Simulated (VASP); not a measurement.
## Ru: single point with PBEsol

Ru:

```
Ru
1.0
     0.00000    1.81433    1.81433
     1.81433    0.00000    1.81433
     1.81433    1.81433    0.00000
Ru
1
Direct
  0.00000 0.00000 0.00000
```

| Quantity | Value |
| --- | --- |
| Program | VASP 6.6.1 |
| Task | single point |
| Functional | PBEsol |
| Potentials or basis | VASP PAW PBE potentials, release 64 (Ru_pv) |
| Cutoff | 500 eV |
| k mesh | 12 × 12 × 12 |
| Occupations | gaussian, width 0.01 eV |
| Spin | no spin polarisation |
| Dipole correction | no |
| Further INCAR settings | ALGO = Normal; EDIFF = 1e-06; NBANDS = 13 |

```
Pressure               : 50.8 GPa
Band gap on the k mesh : zero (band 7 reaches 17.89 eV, above the bottom of band 8 at 13.62 eV)
```

Levels at points of the mesh, in eV from the Fermi level:
```tsv
k point	band 5	band 6	band 7	band 8	band 9	band 10
(0.00, 0.00, 0.00)	-3.12	-3.12	-3.12	-0.11	-0.11	10.29
(0.50, 0.00, 0.00)	-3.29	-3.29	1.17	2.19	2.19	10.28
(0.50, 0.50, 0.00)	-7.12	2.15	2.83	2.83	4.16	10.29
```

Wall time 24 s on 1 thread of AMD EPYC 7R13 (shared host), peak memory 0.1 GiB.

Caveat: the PAW data sets were made with another functional, which shifts forces and pressure a little.
